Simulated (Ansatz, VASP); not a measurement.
# One calculation of MgO, two programs

```xyz
2
Lattice="0.0000 2.1268 2.1268 2.1268 0.0000 2.1268 2.1268 2.1268 0.0000" Properties=species:S:1:pos:R:3 pbc="T T T"
Mg    0.0000    0.0000    0.0000
O     2.1268    2.1268    2.1268
```

Alike in both runs: task single point; functional PBE; k mesh 14 × 14 × 14; occupations gaussian, width 0.02 eV; no spin polarisation.

|  | VASP | Ansatz |
| --- | --- | --- |
| version | VASP 6.6.1 | Ansatz 0.2.0 |
| potentials or method | VASP PAW PBE potentials, release 64 (Mg, O), cutoff 600 eV | scalar-relativistic, plane waves, PAW |
| valence electrons in the cell | 8 | 16 |

Ansatz gave:

* gap on the k mesh at the Fermi level (eV): 4.46
* least direct gap on the mesh (eV): 4.46
* pressure (GPa): 0.0

Q: What did VASP give for the same quantities?

A: gap on the k mesh at the Fermi level (eV): 4.45; least direct gap on the mesh (eV): 4.45; pressure (GPa): -1.0.

The functional is the same, so the differences come from potentials, cutoffs and numerics. VASP's potentials hold 8 valence electrons a cell and Ansatz's 16, so a difference there can come from the potentials and not from the codes.
